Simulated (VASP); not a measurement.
Runs of VASP 6.6.1 on MgB2. The structure is that of space group P6/mmm (No. 191), or close to it. The cells are those of the table. 

```csv
cell,k mesh,cutoff (eV),smearing,mended,gap on the mesh (eV),pressure (GPa)
"a = 3.069, b = 3.069, c = 3.513 Å, angles 90.0, 90.0, 120.0°, 3 atoms",15 × 15 × 12,750,fermi-dirac 0.15 eV,yes,none,-0.1
"a = 3.085, b = 3.085, c = 3.523 Å, angles 90.0, 90.0, 120.0°, 3 atoms",6 × 6 × 6,750,gaussian 0.1 eV,yes,none,-2.2
"a = 3.066, b = 3.066, c = 3.521 Å, angles 90.0, 90.0, 120.0°, 3 atoms",15 × 15 × 12,660,gaussian 0.1 eV,-,none,-0.1
"a = 3.036, b = 3.036, c = 3.452 Å, angles 90.0, 90.0, 120.0°, 3 atoms",15 × 15 × 12,750,fermi-dirac 0.1 eV,yes,none,6.0
"a = 3.036, b = 3.036, c = 3.452 Å, angles 90.0, 90.0, 120.0°, 3 atoms",15 × 15 × 12,660,fermi-dirac 0.1 eV,-,none,(a)
"a = 3.036, b = 3.036, c = 3.453 Å, angles 90.0, 90.0, 120.0°, 3 atoms",9 × 9 × 6,750,gaussian 0.1 eV,yes,none,6.0
"a = 3.066, b = 3.066, c = 3.521 Å, angles 90.0, 90.0, 120.0°, 3 atoms",15 × 15 × 12,750,gaussian 0.1 eV,yes,none,-0.1
```

Alike in all rows: task single point; level r2SCAN; potentials or basis VASP PAW PBE potentials, release 64 (Mg_sv, B); no spin polarisation.

Task: Fill in the values left out.

Result: (a) 6.3.

Caveats: some runs use coarse meshes; the PAW data sets were made with another functional, which shifts forces and pressure a little; the cell stands under pressure (at least some runs).

A gap of «none» marks levels without a gap at the run's occupations.
